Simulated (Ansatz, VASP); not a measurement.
## Al in VASP and in Ansatz

Contents of INCAR:

```
SYSTEM = Al
PREC = Accurate
ENCUT = 600
EDIFF = 1E-6
ISMEAR = 1
SIGMA = 0.4
LREAL = .False.
LASPH = .True.
NELM = 100
ALGO = Normal
ISIF = 3
LWAVE = .False.
LCHARG = .False.
GGA = PE
IBRION = 2
NSW = 60
EDIFFG = -0.005
```

Contents of KPOINTS:

```
Automatic mesh
0
Gamma
  32 32 32
  0 0 0
```

POSCAR

```
Al
1.0
    0.0000000000      2.0250000000      2.0250000000
    2.0250000000      0.0000000000      2.0250000000
    2.0250000000      2.0250000000      0.0000000000
Al
1
Direct
    0.0000000000      0.0000000000      0.0000000000
```

Input for Ansatz:

```yaml
crystal:
  lattice:
    - [0.0, 2.025, 2.025]
    - [2.025, 0.0, 2.025]
    - [2.025, 2.025, 0.0]
  atoms:
    - { symbol: Al, position: [0.0, 0.0, 0.0] }
scf:
  occupations: { method: methfessel_paxton, width: 0.4 }
output:
  forces: true
  stress: true
  eigenvalues: true
hamiltonian:
  xc: pbe
kpoints:
  mp_grid: { grid: [32, 32, 32] }
relax:
  f_tol: 0.005
  max_steps: 40
  cell: { stress_tol: 0.02 }
```

Alike in both runs: task relaxation of cell and atoms; functional PBE; k mesh 32 × 32 × 32; occupations methfessel-paxton of order 1, width 0.4 eV; no spin polarisation.

|  | VASP | Ansatz |
| --- | --- | --- |
| version | VASP 6.6.1 | Ansatz 0.2.0 |
| potentials or method | VASP PAW PBE potentials, release 64 (Al) | scalar-relativistic, plane waves, PAW |
| plane-wave cutoff (eV) | 600 | 420 |
| valence electrons in the cell | 3 | 3 |

VASP gave:

| Quantity | Value |
| --- | --- |
| gap on the k mesh at the Fermi level, each at its own relaxed structure (eV) | none |
| relaxed volume (Å³/atom) | 16.48 |
| relaxed cell length with the largest relative difference (Å) | 2.856 |

Problem. What did Ansatz give for the same quantities?

Solution. gap on the k mesh at the Fermi level, each at its own relaxed structure (eV): none; relaxed volume (Å³/atom): 16.49; relaxed cell length with the largest relative difference (Å): 2.857.

A gap of «none» marks a metal or a gap that the smearing closes.
